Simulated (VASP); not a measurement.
# RbTl (Pm-3m) in VASP: further runs

RbTl is run at these levels: PBE; tasks: single point, relaxation of cell and atoms.

Everything below comes from runs of VASP 6.6.1. Logs are shortened: lines on timing, memory, paths and dates and some standing lists are left out, and cuts for length are marked.

### 1 The cell of the first run

It takes space group Pm-3m (No. 221, cubic). The conventional cell has a = 4.492 Å, b = 4.492 Å, c = 4.492 Å, α = 90.00°, β = 90.00°, γ = 90.00°. Within 5.1 Å of Rb (site symmetry m-3m) lie 8 Tl at 3.89 Å and 6 Rb at 4.49 Å. Within 5.1 Å of Tl (site symmetry m-3m) lie 8 Rb at 3.89 Å and 6 Tl at 4.49 Å.

### 2 Single point, PBE

The input, INCAR:

```
PREC = Accurate
ENCUT = 520
EDIFF = 1E-6
ISMEAR = 0
SIGMA = 0.1
LREAL = False
LASPH = True
NELM = 60
ALGO = Fast
ISIF = 2
LWAVE = False
LCHARG = True
GGA = PE
LELF = True
LVHAR = True
NBANDS = 18
```

The input, KPOINTS:

```
Automatic mesh
0
Gamma
  14 14 14
```

The input, POSCAR:

```
RbTl
1.0
    4.4915459535      0.0000000000      0.0000000000
    0.0000000000      4.4915459535      0.0000000000
    0.0000000000      0.0000000000      4.4915459535
Rb Tl
1 1
Direct
    0.0000000000      0.0000000000      0.0000000000
    0.5000000000      0.5000000000      0.5000000000
```

Potentials or basis: VASP PAW PBE potentials, release 64 (Rb_sv, Tl_d).

The run is started by

```sh
cat potpaw_PBE.64/Rb_sv/POTCAR potpaw_PBE.64/Tl_d/POTCAR > POTCAR
mpirun -np 1 vasp_std > vasp.out
```

OUTCAR:

```text
PREC = Accurate
   ENCUT = 520
   EDIFF = 1E-6
   ISMEAR = 0
   LREAL = False
   LASPH = True
   NELM = 60
   ISIF = 2
   GGA = PE

 ion  position               nearest neighbor table
   1  0.000  0.000  0.000-   2 3.89   2 3.89   2 3.89   2 3.89   2 3.89   2 3.89   2 3.89   2 3.89

   2  0.500  0.500  0.500-   1 3.89   1 3.89   1 3.89   1 3.89   1 3.89   1 3.89   1 3.89   1 3.89

  LATTYP: Found a simple cubic cell.
 ALAT       =     4.4915459535

  Lattice vectors:

 A1 = (   4.4915459535,   0.0000000000,   0.0000000000)
 A2 = (   0.0000000000,   4.4915459535,   0.0000000000)
 A3 = (   0.0000000000,   0.0000000000,   4.4915459535)

Analysis of symmetry for initial positions (statically):
=====================================================================
 Subroutine PRICEL returns:
 Original cell was already a primitive cell.

 Routine SETGRP: Setting up the symmetry group for a
 simple cubic supercell.

 Subroutine GETGRP returns: Found 48 space group operations
 (whereof 48 operations were pure point group operations)
 out of a pool of 48 trial point group operations.

The static configuration has the point symmetry O_h .

Analysis of symmetry for dynamics (positions and initial velocities):
=====================================================================
 Subroutine PRICEL returns:
 Original cell was already a primitive cell.

 Routine SETGRP: Setting up the symmetry group for a
 simple cubic supercell.

 Subroutine GETGRP returns: Found 48 space group operations
 (whereof 48 operations were pure point group operations)
 out of a pool of 48 trial point group operations.

The dynamic configuration has the point symmetry O_h .

 Subroutine INISYM returns: Found 48 space group operations
 (whereof 48 operations are pure point group operations),
 and found     1 'primitive' translations

----------------------------------------------------------------------------------------

                                     Primitive cell

  volume of cell :      90.6124

  direct lattice vectors                    reciprocal lattice vectors
     4.491545954  0.000000000  0.000000000     0.222640492  0.000000000  0.000000000
     0.000000000  4.491545954  0.000000000     0.000000000  0.222640492  0.000000000
     0.000000000  0.000000000  4.491545954     0.000000000  0.000000000  0.222640492

  length of vectors
     4.491545954  4.491545954  4.491545954     0.222640492  0.222640492  0.222640492

  position of ions in fractional coordinates (direct lattice)
     0.000000000  0.000000000  0.000000000
     0.500000000  0.500000000  0.500000000

  ion indices of the primitive-cell ions
   primitive index   ion index
                 1           1
                 2           2

----------------------------------------------------------------------------------------

 KPOINTS: Automatic mesh

Automatic generation of k-mesh.
 Grid dimensions read from file:
 generate k-points for:   14   14   14

 Generating k-lattice:

  Cartesian coordinates                     Fractional coordinates (reciprocal lattice)
     0.015902892  0.000000000  0.000000000     0.071428571  0.000000000  0.000000000
     0.000000000  0.015902892  0.000000000     0.000000000  0.071428571  0.000000000
     0.000000000  0.000000000  0.015902892     0.000000000  0.000000000  0.071428571

  Length of vectors
     0.015902892  0.015902892  0.015902892

  Shift w.r.t. Gamma in fractional coordinates (k-lattice)
     0.000000000  0.000000000  0.000000000

 Subroutine IBZKPT returns following result:
 ===========================================

 Found    120 irreducible k-points:

 Following reciprocal coordinates:
            Coordinates               Weight
  0.000000  0.000000  0.000000      1.000000
  0.071429  0.000000  0.000000      6.000000
  0.142857  0.000000  0.000000      6.000000
  0.214286  0.000000  0.000000      6.000000
  0.285714  0.000000  0.000000      6.000000
  0.357143  0.000000  0.000000      6.000000
[... 16 lines left out ...]
  0.285714  0.214286  0.000000     24.000000
  0.357143  0.214286  0.000000     24.000000
 [... further k-points ...]
   k-points           NKPTS =    120   k-points in BZ     NKDIM =    120   number of bands    NBANDS=     18
   number of dos      NEDOS =    301   number of ions     NIONS =      2
   total plane-waves  NPLWV =  46656
   dimension x,y,z NGX =    36 NGY =   36 NGZ =   36
   dimension x,y,z NGXF=    72 NGYF=   72 NGZF=   72
   ions per type =               1   1
   NGX,Y,Z   is equivalent  to a cutoff of  13.32, 13.32, 13.32 a.u.
   NGXF,Y,Z  is equivalent  to a cutoff of  26.65, 26.65, 26.65 a.u.
 SYSTEM =  unknown system
   PREC   = accura    normal or accurate (medium, high low for compatibility)
   ISTART =      0    job   : 0-new  1-cont  2-samecut
   ICHARG =      2    charge: 1-file 2-atom 10-const
   ISPIN  =      1    spin polarized calculation?
   LNONCOLLINEAR =      F non collinear calculations
   LSORBIT =      F    spin-orbit coupling
   LASPH  =      T    aspherical Exc in radial PAW
   ENCUT  =  520.0 eV  38.22 Ry    6.18 a.u.   8.35  8.35  8.35*2*pi/ulx,y,z
   NELM   =     60;   NELMIN=  2; NELMDL= -5     # of ELM steps
   EDIFF  = 0.1E-05   stopping-criterion for ELM
   LREAL  =      F    real-space projection
   EDIFFG = 0.1E-04   stopping-criterion for IOM
   NSW    =      0    number of steps for IOM
   IBRION =     -1    ionic relax: 0-MD 1-quasi-New 2-CG
   NFREE  =      0    steps in history (QN), initial steepest desc. (CG)
   ISIF   =      2    stress and relaxation
   ISYM   =      2    0-nonsym 1-usesym 2-fastsym
   POTIM  = 0.5000    time-step for ionic-motion
   TEBEG  =    0.0;   TEEND  =   0.0 temperature during run
   PSTRESS=    0.0 pullay stress
   NELECT =      22.0000    total number of electrons
   NUPDOWN=      -1.0000    fix difference up-down
   EMIN   =  10.00;   EMAX   =-10.00  energy-range for DOS
   EFERMI =   0.00;   METHOD = LEGACY
   ISMEAR =     0;   SIGMA  =   0.10  broadening in eV -4-tet -1-fermi 0-gaus
   EFERMI_NEDOS =   21; number of points for ismear=-14 and -15
   IALGO  =     68    algorithm
   IMIX   =      4    mixing-type and parameters
     AMIX     =   0.40;   BMIX     =  1.00
     AMIX_MAG =   1.60;   BMIX_MAG =  1.00
  volume/ion in A,a.u.               =      45.31       305.74
  Fermi-wavevector in a.u.,A,eV,Ry     =   1.021300  1.929977 14.191599  1.043053
  Thomas-Fermi vector in A             =   2.154917
   LORBIT       =      0    0 simple, 1 ext, 2 COOP (PROOUT), +10 PAW based schemes
   GGA     = PE    functional components
   LHFCALC =     F    Hartree Fock is set to
   AEXX    =    0.0000 exact exchange contribution
   IVDW    =     0    specifies the selected vdW correction
   LEPSILON=     F    determine dielectric tensor
   LRPA    =     F    only Hartree local field effects (RPA)
 non-spin polarized calculation
 RMM-DIIS sequential band-by-band and
 Gauss-broadening in eV      SIGMA  =   0.10
  energy-cutoff  :      520.00
  volume of cell :       90.61
 maximum number of plane-waves:      2477
 NGX is ok and might be reduce to    36
   NGX = 17   NGY = 17   NGZ = 17

 number of electron      22.0000004 magnetization

 Free energy of the ion-electron system (eV)
  ---------------------------------------------------
  ext. energy  EPLUGINS =         0.00000000
  ---------------------------------------------------
  free energy    TOTEN  =        -3.04581035 eV

  energy without entropy =       -3.03755281  energy(sigma->0) =       -3.04168158

 E-fermi :   2.1809     XC(G=0):  -7.7324

 val. band max:        2.1798471126   @ k =   0.3571   0.3571   0.3571
 cond. band min:       2.1876628462   @ k =   0.2857   0.2143   0.2143
 fundamental gap:      0.0078157336
 Fermi energy:         2.1808657252

 k-point     1 :       0.0000    0.0000    0.0000
  band No.  band energies     occupation
      1     -25.5920      2.00000
      2      -9.6556      2.00000
      3      -9.6556      2.00000
      4      -9.6556      2.00000
      5      -9.4798      2.00000
      6      -9.4798      2.00000
[... 10 lines left out ...]
     17       8.9586      0.00000
     18       8.9586      0.00000

 k-point     2 :       0.0714    0.0000    0.0000
  band No.  band energies     occupation
      1     -25.5916      2.00000
      2      -9.6691      2.00000
      3      -9.6613      2.00000
      4      -9.6613      2.00000
      5      -9.4796      2.00000
      6      -9.4747      2.00000
[... 10 lines left out ...]
     17       8.9572      0.00000
     18       8.9643      0.00000

 k-point     3 :       0.1429    0.0000    0.0000
  band No.  band energies     occupation
      1     -25.5906      2.00000
      2      -9.7052      2.00000
      3      -9.6760      2.00000
      4      -9.6760      2.00000
      5      -9.4791      2.00000
      6      -9.4622      2.00000
[... 10 lines left out ...]
     17       8.9723      0.00000
     18       8.9802      0.00000

 k-point     4 :       0.2143    0.0000    0.0000
  band No.  band energies     occupation
      1     -25.5892      2.00000
      2      -9.7541      2.00000
      3      -9.6945      2.00000
      4      -9.6945      2.00000
      5      -9.4784      2.00000
      6      -9.4463      2.00000
[... 375 lines left out ...]
      4      -9.6970      2.00000
      5      -9.4668      2.00000
      6      -9.4475      2.00000
[... 10 lines left out ...]
     17       8.1257      0.00000
     18       9.8639      0.00000

 k-point    23 :       0.2857    0.2143    0.0000
  band No.  band energies     occupation
      1     -25.5849      2.00000
      2      -9.8079      2.00000
      3      -9.7436      2.00000
      4      -9.6989      2.00000
      5      -9.4648      2.00000
      6      -9.4484      2.00000
[... 10 lines left out ...]
     17       8.0024      0.00000
     18       9.6903      0.00000

 k-point    24 :       0.3571    0.2143    0.0000
  band No.  band energies     occupation
      1     -25.5835      2.00000
      2      -9.8340      2.00000
      3      -9.7551      2.00000
      4      -9.7009      2.00000
      5      -9.4636      2.00000
      6      -9.4478      2.00000
[... 10 lines left out ...]
     17       8.2462      0.00000
     18       9.3321      0.00000

 [... further k-points ...]

------------------------ aborting loop because EDIFF is reached ----------------------------------------

  FORCE on cell =-STRESS in cart. coord.  units (eV):
  Direction    XX          YY          ZZ          XY          YZ          ZX
  --------------------------------------------------------------------------------------
  -------------------------------------------------------------------------------------
  Total       -0.0034976     -0.0034976     -0.0034976     -0.0000000      0.0000000     -0.0000000
  in kB       -0.0618439     -0.0618439     -0.0618439     -0.0000000      0.0000000     -0.0000000
  external PRESSURE =      -0.0618439 kB  Pullay stress =       0.0000000 kB

 VOLUME and BASIS-vectors are now :
 -----------------------------------------------------------------------------
  energy-cutoff  :      520.00
  volume of cell :       90.61
      direct lattice vectors                 reciprocal lattice vectors
     4.491545954  0.000000000  0.000000000     0.222640492  0.000000000  0.000000000
     0.000000000  4.491545954  0.000000000     0.000000000  0.222640492  0.000000000
     0.000000000  0.000000000  4.491545954     0.000000000  0.000000000  0.222640492

 POSITION                                       TOTAL-FORCE (eV/Angst)
 -----------------------------------------------------------------------------------
      0.00000      0.00000      0.00000         0.000000      0.000000      0.000000
      2.24577      2.24577      2.24577         0.000000      0.000000      0.000000
 -----------------------------------------------------------------------------------
    total drift:                                0.000000      0.000000      0.000000

  FREE ENERGIE OF THE ION-ELECTRON SYSTEM (eV)
  ---------------------------------------------------
  free  energy   TOTEN  =        -3.0458103539 eV

  energy  without entropy=       -3.0375528113  energy(sigma->0) =       -3.04168158
```

Run time: 2.4 min. Hardware: 1 thread of Intel Xeon Platinum 8375C at 2.90GHz (Ice Lake), shared host; peak memory 0.34 GiB.

What came out:

```
Free energy            : -3.0458 eV
Pressure               : 0.0 GPa
Band gap on the k mesh : zero (bands 11 and 12 overlap by 2.83 eV)
```

Caveat: spin-orbit coupling is left out, which moves the levels of the heavy elements.

### 3 Relaxation of cell and atoms, PBE

This run uses another cell than the first one, of 36.01 Å³/atom.

The input, INCAR:

```
PREC     = Accurate       # precision mode
ENCUT    = 600            # plane-wave cutoff, eV
EDIFF    = 1E-6           # SCF threshold, eV
ISMEAR   = 0              # smearing method
SIGMA    = 0.1            # smearing width, eV
LREAL    = F              # projectors in reciprocal space
LASPH    = T              # aspherical terms in the spheres
NELM     = 100            # most SCF steps
ALGO     = Fast           # electronic algorithm
ISIF     = 3              # what is computed and relaxed
LWAVE    = F              # write WAVECAR
LCHARG   = F              # write CHGCAR
GGA      = PE             # functional
IBRION   = 2              # ionic algorithm
NSW      = 100            # ionic steps
EDIFFG   = -0.01          # ionic threshold
```

KPOINTS is that of step 2.

The input, POSCAR:

```
RbTl
1.0
    4.1604086282      0.0000000000      0.0000000000
    0.0000000000      4.1604086282      0.0000000000
    0.0000000000      0.0000000000      4.1604086282
Rb Tl
1 1
Direct
    0.0000000000      0.0000000000      0.0000000000
    0.5000000000      0.5000000000      0.5000000000
```

Potentials or basis: VASP PAW PBE potentials, release 64 (Rb_sv, Tl_d).

The run is started by

```sh
cat potpaw_PBE.64/Rb_sv/POTCAR potpaw_PBE.64/Tl_d/POTCAR > POTCAR
mpirun -np 1 vasp_std > vasp.out
```

Wall time 9 min (1 thread of Intel Xeon Platinum 8375C at 2.90GHz (Ice Lake), shared host); peak memory 0.35 GiB.

It converged, with:

```
Free energy                           : -3.0429 eV
Relaxed volume                        : 45.29 Å³/atom
Relaxed cell                          : a = 4.491 Å, b = 4.491 Å, c = 4.491 Å, α = 90.00°, β = 90.00°, γ = 90.00°
Space group after relaxing (to 0.1 Å) : Pm-3m (No. 221)
Energy gained by relaxing             : 80.1 meV/atom
Ionic steps                           : 5
Pressure after relaxing               : 0.0 GPa
Band gap on the k mesh                : zero (bands 11 and 12 overlap by 2.83 eV)
```

The path:
| step | energy change (eV) | largest force (eV/Å) | pressure (GPa) | volume (Å³) |
| --- | --- | --- | --- | --- |
| 1 | 0.0000 | 0.0000 | 3.46 | 72.01 |
| 2 | -0.1216 | 0.0000 | 1.37 | 80.41 |
| 3 | -0.1575 | 0.0000 | 0.31 | 87.58 |
| 4 | -0.1602 | 0.0000 | 0.05 | 90.01 |
| 5 | -0.1602 | 0.0000 | -0.01 | 90.57 |

Final structure:
```cif
data_structure
_symmetry_space_group_name_H-M 'P 1'
_symmetry_Int_Tables_number 1
_cell_length_a 4.4909
_cell_length_b 4.4909
_cell_length_c 4.4909
_cell_angle_alpha 90.000
_cell_angle_beta 90.000
_cell_angle_gamma 90.000
_cell_volume 90.57
loop_
_atom_site_label
_atom_site_type_symbol
_atom_site_fract_x
_atom_site_fract_y
_atom_site_fract_z
_atom_site_occupancy
Rb1 Rb 0.00000 0.00000 0.00000 1
Tl1 Tl 0.50000 0.50000 0.50000 1
```

Levels at points of the mesh, in eV from the Fermi level:
```
           k point  band 7  band 8  band 9  band 10  band 11  band 12  band 13  band 14  band 15
(0.00, 0.00, 0.00)  -11.62  -11.62  -11.62    -6.87     2.48     2.48     2.48     2.82     2.82
(0.50, 0.00, 0.00)  -11.59  -11.53  -11.53    -6.07    -1.58     2.21     2.21     3.53     5.27
(0.50, 0.50, 0.00)  -11.64  -11.63  -11.58    -5.86    -0.13    -0.13     2.22     3.52     4.79
(0.50, 0.50, 0.50)  -11.51  -11.51  -11.51    -5.31    -0.35    -0.35    -0.35     4.61     4.61
```

Caveat: the volume moved by over 15 % at a fixed basis, so the end points are rough; spin-orbit coupling is left out, which moves the levels of the heavy elements.
